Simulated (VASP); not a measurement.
# GaC3 (Pm-3m) in VASP: a series of runs

Runs on GaC3. Level: PBE. Tasks: relaxation of cell and atoms.

All numbers are computed with VASP 6.6.1; they aren't measurements. Logs are shortened: lines on timing, memory, paths and dates and some standing lists are left out, and cuts for length are marked.

**1. The cell of the first run**

Symmetry: Pm-3m, No. 221, cubic system. Conventional cell: a = 3.319 Å, b = 3.319 Å, c = 3.319 Å, α = 90.00°, β = 90.00°, γ = 90.00°. Within 3.1 Å of Ga (site symmetry m-3m) lie 12 C at 2.35 Å. C (site symmetry 4/mmm) has 4 Ga at 2.35 Å and 8 C at 2.35 Å within 3.1 Å.

**2. Relaxation of cell and atoms, PBE**

INCAR reads:

```
SYSTEM = GaC3
  PREC = Accurate
  ENCUT = 600
  EDIFF = 1E-7
  ISMEAR = 1
  SIGMA = 0.1
  LREAL = .FALSE.
  LASPH = .TRUE.
  NELM = 60
  ALGO = Normal
  ISIF = 3
  LWAVE = .FALSE.
  LCHARG = .FALSE.
  GGA = PE
  IBRION = 2
  NSW = 50
  EDIFFG = -0.01
```

KPOINTS reads:

```
Automatic mesh
0
G
  7 7 7
  0 0 0
```

POSCAR reads:

```
GaC3
1.0
    3.3189480000      0.0000000000      0.0000000000
    0.0000000000      3.3189480000      0.0000000000
    0.0000000000      0.0000000000      3.3189480000
Ga C
1 3
Direct
    0.0000000000      0.0000000000      0.0000000000
    0.0000000000      0.5000000000      0.5000000000
    0.5000000000      0.0000000000      0.5000000000
    0.5000000000      0.5000000000      0.0000000000
```

Potentials or basis: VASP PAW PBE potentials, release 64 (Ga_d, C).

On the command line:

```
cat potpaw_PBE.64/Ga_d/POTCAR potpaw_PBE.64/C/POTCAR > POTCAR
mpirun -np 1 vasp_std > vasp.out
```

OUTCAR:

```text
SYSTEM = GaC3
   PREC = Accurate
   ENCUT = 600
   EDIFF = 1E-7
   ISMEAR = 1
   LREAL = .FALSE.
   LASPH = .TRUE.
   NELM = 60
   ISIF = 3
   GGA = PE
   IBRION = 2
   NSW = 50
   EDIFFG = -0.01

 ion  position               nearest neighbor table
   1  0.000  0.000  0.000-   2 2.35   3 2.35   4 2.35   2 2.35   3 2.35   2 2.35   4 2.35   2 2.35
                             3 2.35   4 2.35   3 2.35   4 2.35
   2  0.000  0.500  0.500-   1 2.35   1 2.35   1 2.35   1 2.35
   3  0.500  0.000  0.500-   1 2.35   1 2.35   1 2.35   1 2.35
   4  0.500  0.500  0.000-   1 2.35   1 2.35   1 2.35   1 2.35

  LATTYP: Found a simple cubic cell.
 ALAT       =     3.3189480000

  Lattice vectors:

 A1 = (   3.3189480000,   0.0000000000,   0.0000000000)
 A2 = (   0.0000000000,   3.3189480000,   0.0000000000)
 A3 = (   0.0000000000,   0.0000000000,   3.3189480000)

Analysis of symmetry for initial positions (statically):
=====================================================================
 Subroutine PRICEL returns:
 Original cell was already a primitive cell.

 Routine SETGRP: Setting up the symmetry group for a
 simple cubic supercell.

 Subroutine GETGRP returns: Found 48 space group operations
[... 9 lines left out ...]

 Routine SETGRP: Setting up the symmetry group for a
 simple cubic supercell.

 Subroutine GETGRP returns: Found 48 space group operations
[... 11 lines left out ...]
                                     Primitive cell

  volume of cell :      36.5596

  direct lattice vectors                    reciprocal lattice vectors
     3.318948000  0.000000000  0.000000000     0.301300292  0.000000000  0.000000000
     0.000000000  3.318948000  0.000000000     0.000000000  0.301300292  0.000000000
     0.000000000  0.000000000  3.318948000     0.000000000  0.000000000  0.301300292

  length of vectors
     3.318948000  3.318948000  3.318948000     0.301300292  0.301300292  0.301300292

  position of ions in fractional coordinates (direct lattice)
     0.000000000  0.000000000  0.000000000
     0.000000000  0.500000000  0.500000000
     0.500000000  0.000000000  0.500000000
     0.500000000  0.500000000  0.000000000

  ion indices of the primitive-cell ions
   primitive index   ion index
                 1           1
                 2           2
                 3           3
                 4           4

----------------------------------------------------------------------------------------

 KPOINTS: Automatic mesh

Automatic generation of k-mesh.
 Grid dimensions read from file:
 generate k-points for:    7    7    7

 Generating k-lattice:

  Cartesian coordinates                     Fractional coordinates (reciprocal lattice)
     0.043042899  0.000000000  0.000000000     0.142857143  0.000000000  0.000000000
     0.000000000  0.043042899  0.000000000     0.000000000  0.142857143  0.000000000
     0.000000000  0.000000000  0.043042899     0.000000000  0.000000000  0.142857143

  Length of vectors
     0.043042899  0.043042899  0.043042899

  Shift w.r.t. Gamma in fractional coordinates (k-lattice)
     0.000000000  0.000000000  0.000000000

 Subroutine IBZKPT returns following result:
 ===========================================

 Found     20 irreducible k-points:

 Following reciprocal coordinates:
            Coordinates               Weight
  0.000000  0.000000  0.000000      1.000000
  0.142857  0.000000  0.000000      6.000000
  0.285714  0.000000  0.000000      6.000000
  0.428571  0.000000  0.000000      6.000000
  0.142857  0.142857  0.000000     12.000000
  0.285714  0.142857  0.000000     24.000000
[... 12 lines left out ...]
  0.428571  0.428571  0.285714     24.000000
  0.428571  0.428571  0.428571      8.000000
   k-points           NKPTS =     20   k-points in BZ     NKDIM =     20   number of bands    NBANDS=     16
   number of dos      NEDOS =    301   number of ions     NIONS =      4
   total plane-waves  NPLWV =  21952
   dimension x,y,z NGX =    28 NGY =   28 NGZ =   28
   dimension x,y,z NGXF=    56 NGYF=   56 NGZF=   56
   ions per type =               1   3
   NGX,Y,Z   is equivalent  to a cutoff of  14.03, 14.03, 14.03 a.u.
   NGXF,Y,Z  is equivalent  to a cutoff of  28.05, 28.05, 28.05 a.u.
 SYSTEM =  GaC3
   PREC   = accura    normal or accurate (medium, high low for compatibility)
   ISTART =      0    job   : 0-new  1-cont  2-samecut
   ICHARG =      2    charge: 1-file 2-atom 10-const
   ISPIN  =      1    spin polarized calculation?
   LNONCOLLINEAR =      F non collinear calculations
   LSORBIT =      F    spin-orbit coupling
   LASPH  =      T    aspherical Exc in radial PAW
   ENCUT  =  600.0 eV  44.10 Ry    6.64 a.u.   6.63  6.63  6.63*2*pi/ulx,y,z
   NELM   =     60;   NELMIN=  2; NELMDL= -5     # of ELM steps
   EDIFF  = 0.1E-06   stopping-criterion for ELM
   LREAL  =      F    real-space projection
   EDIFFG = -.1E-01   stopping-criterion for IOM
   NSW    =     50    number of steps for IOM
   IBRION =      2    ionic relax: 0-MD 1-quasi-New 2-CG
   NFREE  =      1    steps in history (QN), initial steepest desc. (CG)
   ISIF   =      3    stress and relaxation
   ISYM   =      2    0-nonsym 1-usesym 2-fastsym
   POTIM  = 0.5000    time-step for ionic-motion
   TEBEG  =    0.0;   TEEND  =   0.0 temperature during run
   PSTRESS=    0.0 pullay stress
   NELECT =      25.0000    total number of electrons
   NUPDOWN=      -1.0000    fix difference up-down
   EMIN   =  10.00;   EMAX   =-10.00  energy-range for DOS
   EFERMI =   0.00;   METHOD = LEGACY
   ISMEAR =     1;   SIGMA  =   0.10  broadening in eV -4-tet -1-fermi 0-gaus
   EFERMI_NEDOS =   21; number of points for ismear=-14 and -15
   IALGO  =     38    algorithm
   IMIX   =      4    mixing-type and parameters
     AMIX     =   0.40;   BMIX     =  1.00
     AMIX_MAG =   1.60;   BMIX_MAG =  1.00
  volume/ion in A,a.u.               =       9.14        61.68
  Fermi-wavevector in a.u.,A,eV,Ry     =   1.442296  2.725544 28.303079  2.080218
  Thomas-Fermi vector in A             =   2.560832
   LORBIT       =      0    0 simple, 1 ext, 2 COOP (PROOUT), +10 PAW based schemes
   GGA     = PE    functional components
   LHFCALC =     F    Hartree Fock is set to
   AEXX    =    0.0000 exact exchange contribution
   IVDW    =     0    specifies the selected vdW correction
   LEPSILON=     F    determine dielectric tensor
   LRPA    =     F    only Hartree local field effects (RPA)
 conjugate gradient relaxation of ions
 non-spin polarized calculation
 Methfessel and Paxton  Order N= 1 SIGMA  =   0.10
  energy-cutoff  :      600.00
  volume of cell :       36.56
 maximum number of plane-waves:      1241
 NGX is ok and might be reduce to    28
   NGX = 13   NGY = 13   NGZ = 13

--------------------------------------- Ionic step        1  -------------------------------------------

 number of electron      25.0000005 magnetization

 Free energy of the ion-electron system (eV)
  ---------------------------------------------------
  ext. energy  EPLUGINS =         0.00000000
  ---------------------------------------------------
  free energy    TOTEN  =       -17.67909682 eV

  energy without entropy =      -17.67689710  energy(sigma->0) =      -17.67836358

------------------------ aborting loop because EDIFF is reached ----------------------------------------

  FORCE on cell =-STRESS in cart. coord.  units (eV):
  Direction    XX          YY          ZZ          XY          YZ          ZX
  --------------------------------------------------------------------------------------
  -------------------------------------------------------------------------------------
  Total        0.4680245      0.4680245      0.4680245     -0.0000000     -0.0000000      0.0000000
  in kB       20.5105765     20.5105765     20.5105765     -0.0000000     -0.0000000      0.0000000
  external PRESSURE =      20.5105765 kB  Pullay stress =       0.0000000 kB

 VOLUME and BASIS-vectors are now :
 -----------------------------------------------------------------------------
  energy-cutoff  :      600.00
  volume of cell :       36.56
      direct lattice vectors                 reciprocal lattice vectors
     3.318948000  0.000000000  0.000000000     0.301300292  0.000000000  0.000000000
     0.000000000  3.318948000  0.000000000     0.000000000  0.301300292  0.000000000
     0.000000000  0.000000000  3.318948000     0.000000000  0.000000000  0.301300292
[... 39 lines left out ...]
 POSITION                                       TOTAL-FORCE (eV/Angst)
 -----------------------------------------------------------------------------------
      0.00000      0.00000      0.00000         0.000000      0.000000      0.000000
     -0.00000      1.66884      1.66884        -0.000000     -0.000000      0.000000
      1.66884     -0.00000      1.66884         0.000000     -0.000000      0.000000
      1.66884      1.66884      0.00000        -0.000000      0.000000      0.000000
 -----------------------------------------------------------------------------------
    total drift:                                0.000000      0.000000      0.000000

  FREE ENERGIE OF THE ION-ELECTRON SYSTEM (eV)
  ---------------------------------------------------
  free  energy   TOTEN  =       -17.6821224508 eV

  energy  without entropy=      -17.6797561581  energy(sigma->0) =      -17.68133369

--------------------------------------- Ionic step        3  -------------------------------------------

 number of electron      25.0000011 magnetization

 Free energy of the ion-electron system (eV)
  ---------------------------------------------------
  ext. energy  EPLUGINS =         0.00000000
  ---------------------------------------------------
  free energy    TOTEN  =       -17.68228606 eV

  energy without entropy =      -17.67992709  energy(sigma->0) =      -17.68149974

 E-fermi :   7.2779     XC(G=0): -12.4641

 val. band max:        7.2328709165   @ k =   0.0000   0.0000   0.0000
 cond. band min:       7.3224233756   @ k =   0.4286   0.2857   0.1429
 fundamental gap:      0.0895524590
 Fermi energy:         7.2778805305

 k-point     1 :       0.0000    0.0000    0.0000
  band No.  band energies     occupation
      1      -9.1846      2.00000
      2      -7.7838      2.00000
      3      -7.7838      2.00000
      4      -7.5881      2.00000
      5      -7.5881      2.00000
      6      -7.5881      2.00000
[... 8 lines left out ...]
     15       8.5388     -0.00000
     16      11.0933      0.00000
[... 381 lines left out ...]
 POSITION                                       TOTAL-FORCE (eV/Angst)
 -----------------------------------------------------------------------------------
      0.00000      0.00000      0.00000         0.000000      0.000000      0.000000
     -0.00000      1.66710      1.66710        -0.000000     -0.000000      0.000000
      1.66710     -0.00000      1.66710         0.000000     -0.000000      0.000000
      1.66710      1.66710      0.00000        -0.000000     -0.000000      0.000000
 -----------------------------------------------------------------------------------
    total drift:                                0.000000      0.000000      0.000000

  FREE ENERGIE OF THE ION-ELECTRON SYSTEM (eV)
  ---------------------------------------------------
  free  energy   TOTEN  =       -17.6822860646 eV

  energy  without entropy=      -17.6799270856  energy(sigma->0) =      -17.68149974

 reached required accuracy - stopping structural energy minimisation
```

It took 41 s on 1 thread of AMD EPYC 7R13, shared host; peak memory 0.13 GiB.

What came out:

- Free energy: -17.6823 eV
- Relaxed volume: 9.27 Å³/atom
- Relaxed cell: a = 3.334 Å, b = 3.334 Å, c = 3.334 Å, α = 90.00°, β = 90.00°, γ = 90.00°
- Space group after relaxing (to 0.05 Å): Pm-3m (No. 221)
- Energy gained by relaxing: 0.8 meV/atom
- Ionic steps: 3
- Pressure after relaxing: 0.0 GPa

The path:
```csv
step,energy change (eV),largest force (eV/Å),pressure (GPa),volume (Å³)
1,0.0000,0.0000,2.05,36.56
2,-0.0030,0.0000,-0.44,37.18
3,-0.0032,0.0000,0.01,37.07
```

Final structure:
```xyz
4
Lattice="3.3342 0.0000 0.0000 0.0000 3.3342 0.0000 0.0000 0.0000 3.3342" Properties=species:S:1:pos:R:3 pbc="T T T"
Ga    0.0000    0.0000    0.0000
C     0.0000    1.6671    1.6671
C     1.6671    0.0000    1.6671
C     1.6671    1.6671    0.0000
```

**3. Relaxation of cell and atoms, PBE, target pressure 2 GPa, at which the enthalpy is minimised**

INCAR reads:

```
  ALGO = Normal
  EDIFF = 1E-6
  EDIFFG = -0.01
  ENCUT = 600
  GGA = PE
  IBRION = 2
  ISIF = 3
  ISMEAR = 1
  LASPH = T
  LCHARG = F
  LREAL = F
  LWAVE = F
  NELM = 60
  NSW = 50
  PREC = Accurate
  PSTRESS = 20.0
  SIGMA = 0.1
```

KPOINTS reads:

```
k-points
0
Gamma
  7 7 7
```

POSCAR is that of step 2.

Potentials or basis: VASP PAW PBE potentials, release 64 (Ga_d, C).

On the command line:

```
cat potpaw_PBE.64/Ga_d/POTCAR potpaw_PBE.64/C/POTCAR > POTCAR
mpirun -np 1 vasp_std > vasp.out
```

Wall time 17 s (1 thread of AMD EPYC 7R13, shared host); peak memory 0.13 GiB.

The run converged. Its results:

```yaml
Free_energy: -17.6791 eV
Pressure_after_relaxing: 2.0 GPa
```

Final structure:
```
Ga C
1.0
     3.31895    0.00000    0.00000
     0.00000    3.31895    0.00000
     0.00000    0.00000    3.31895
Ga C
1 3
Direct
  0.00000 0.00000 0.00000
  0.00000 0.50000 0.50000
  0.50000 0.00000 0.50000
  0.50000 0.50000 0.00000
```

Levels at points of the mesh, in eV from the Fermi level:
```
           k point  band 8  band 9  band 10  band 11  band 12  band 13  band 14  band 15  band 16
(0.00, 0.00, 0.00)   -6.25   -5.39    -5.39    -5.39     0.01     1.27     1.27     1.27     3.86
```

Caveat: the relaxation stopped at its first step, so nothing moved; the cell is relaxed towards a set pressure, so the enthalpy falls and the energy may rise.

**4. Relaxation of cell and atoms, PBE, target pressure 4 GPa, at which the enthalpy is minimised**

INCAR reads:

```
SYSTEM = GaC3
PREC = Accurate
ENCUT = 600
EDIFF = 1E-6
ISMEAR = 1
SIGMA = 0.1
LREAL = .FALSE.
LASPH = .TRUE.
NELM = 60
ALGO = Normal
ISIF = 3
LWAVE = .FALSE.
LCHARG = .FALSE.
GGA = PE
IBRION = 2
NSW = 50
EDIFFG = -0.01
PSTRESS = 40.0
```

KPOINTS reads:

```
regular mesh
0
G
  7 7 7
  0 0 0
```

POSCAR is that of step 3.

On the command line:

```
cat potpaw_PBE.64/Ga_d/POTCAR potpaw_PBE.64/C/POTCAR > POTCAR
mpirun -np 1 vasp_std > vasp.out
```

Run time: 40 s. Hardware: 1 thread of AMD EPYC 7R13, shared host; peak memory 0.13 GiB.

The run converged. Its results:

```
Free energy                                            : -17.6708 eV
Relaxed volume                                         : 9.03 Å³/atom
Relaxed cell                                           : a = 3.306 Å, b = 3.306 Å, c = 3.306 Å, α = 90.00°, β = 90.00°, γ = 90.00°
Space group after relaxing (to 0.05 Å)                 : Pm-3m (No. 221)
Energy change on relaxing (the enthalpy is what falls) : +2.1 meV/atom
Ionic steps                                            : 3
Pressure after relaxing                                : 4.0 GPa
```

The path:
| step | energy change (eV) | largest force (eV/Å) | pressure (GPa) | volume (Å³) |
| --- | --- | --- | --- | --- |
| 1 | 0.0000 | 0.0000 | 1.98 | 36.56 |
| 2 | 0.0127 | 0.0000 | 4.74 | 35.95 |
| 3 | 0.0083 | 0.0000 | 3.97 | 36.12 |

Final structure:
```yaml
crystal:
  lattice:
    - [3.30556, 0.00000, 0.00000]
    - [0.00000, 3.30556, 0.00000]
    - [0.00000, 0.00000, 3.30556]
  atoms:
    - { symbol: Ga, position: [0.00000, 0.00000, 0.00000] }
    - { symbol: C, position: [0.00000, 0.50000, 0.50000] }
    - { symbol: C, position: [0.50000, 0.00000, 0.50000] }
    - { symbol: C, position: [0.50000, 0.50000, 0.00000] }
```

Levels at points of the mesh, in eV from the Fermi level:
```
           k point  band 10  band 11  band 12  band 13  band 14  band 15
(0.00, 0.00, 0.00)    -5.47    -5.47     0.05     1.27     1.27     1.27
```

Caveat: the cell is relaxed towards a set pressure, so the enthalpy falls and the energy may rise.

**5. The runs side by side**

| cell | gap on the mesh (eV) | pressure (GPa) |
| --- | --- | --- |
| relaxed | none | 0.0 |
| relaxed to 2 GPa | none | 2.0 |
| relaxed to 4 GPa | none | 4.0 |

Alike in all rows: task relaxation of cell and atoms; level PBE; potentials or basis VASP PAW PBE potentials, release 64 (Ga_d, C); no spin polarisation; k mesh 7 × 7 × 7; cutoff (eV) 600; smearing methfessel-paxton 0.1 eV.

Caveats: the cell is relaxed towards a set pressure, so the enthalpy falls and the energy may rise (some runs); the relaxation stopped at its first step, so nothing moved (some runs).

Absolute energies hang on the potentials; compare differences alone.
